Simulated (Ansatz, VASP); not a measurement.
## NaH in VASP and in Ansatz

```
Na H
1.0
     0.01173    2.35140    2.35140
     2.35140    0.01173    2.35140
     2.35140    2.35140    0.01173
Na H
1 1
Cartesian
  0.0000 0.0000 0.0000
  2.3573 2.3573 2.3573
```

Change from the starting cell: equal xy, yz and zx engineering shears of +0.5 %.

Alike in both runs: functional LDA; k mesh 8 × 8 × 8; no spin polarisation.

Ansatz relaxed the structure, and its values are those at the end. VASP's run is a single point on that final structure, the one shown.

```csv
,VASP,Ansatz
version,VASP 6.6.1,Ansatz 0.2.0
potentials or method,"VASP PAW LDA potentials, release 64 (Na_pv, H), cutoff 520 eV","all-electron LAPW, scalar-relativistic"
occupations,"gaussian, width 0.01 eV",fixed
```

|  | VASP | Ansatz | Ansatz less VASP |
| --- | --- | --- | --- |
| gap on the k mesh at the Fermi level (eV) | 3.50 | 3.50 | +0.003 |
| pressure (GPa) | -0.1 | 0.0 | +0.05 |

LDA's correlation is that of Perdew and Zunger in VASP and of Perdew and Wang (1992) in Ansatz. Ansatz ran all-electron here, and VASP with PAW potentials.
